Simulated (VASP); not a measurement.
A run of VASP 6.6.1 is set up as follows.

POSCAR

```
BAs
1.0
    0.0000000000      2.3679980249      2.3919171969
    2.3919171969      0.0000000000      2.3919171969
    2.3919171969      2.3679980249      0.0000000000
B As
1 1
Direct
    0.0000000000      0.0000000000      0.0000000000
    0.7500000000      0.7500000000      0.7500000000
```

The input INCAR.step1:

```
SYSTEM = BAs
PREC = Accurate
ENCUT = 520
ISMEAR = 0
SIGMA = 0.05
LREAL = .FALSE.
LASPH = .TRUE.
NELM = 60
NBANDS = 11
GGA = PE
ALGO = Normal
EDIFF = 1E-4
LWAVE = .TRUE.
LCHARG = .FALSE.
```

The input INCAR.step2:

```
SYSTEM = BAs
PREC = Accurate
ENCUT = 520
EDIFF = 1E-6
ISMEAR = 0
SIGMA = 0.05
LREAL = .FALSE.
LASPH = .TRUE.
NELM = 60
ALGO = Normal
ISIF = 2
LWAVE = .FALSE.
LCHARG = .FALSE.
METAGGA = R2SCAN
LMIXTAU = .TRUE.
NBANDS = 11
ISTART = 1
```

KPOINTS

```
Automatic mesh
0
G
  10 10 10
  0 0 0
```

Potentials or basis: VASP PAW PBE potentials, release 64 (B, As).

Run with:

```console
$ cat potpaw_PBE.64/B/POTCAR potpaw_PBE.64/As/POTCAR > POTCAR
$ cp INCAR.step1 INCAR
$ mpirun -np 1 vasp_std > vasp.out
$ cp INCAR.step2 INCAR
$ mpirun -np 1 vasp_std > vasp.out
```

Task: Estimate the band gap on the k mesh.

Result: 1.20 eV, indirect (least direct gap 3.34 eV).

Task: Predict the pressure.

Result: 1.7 GPa.

Stress tensor (GPa, compression positive):
```
0.97 0.00 0.00
0.00 3.20 0.00
0.00 0.00 0.97
```

Caveat: the cell differs from its parent crystal (strain -0.0100 x Voigt [0, 1, 0, 0, 0, 0]); the PAW data sets were made with another functional, which shifts forces and pressure a little. A k mesh can miss the band edges.
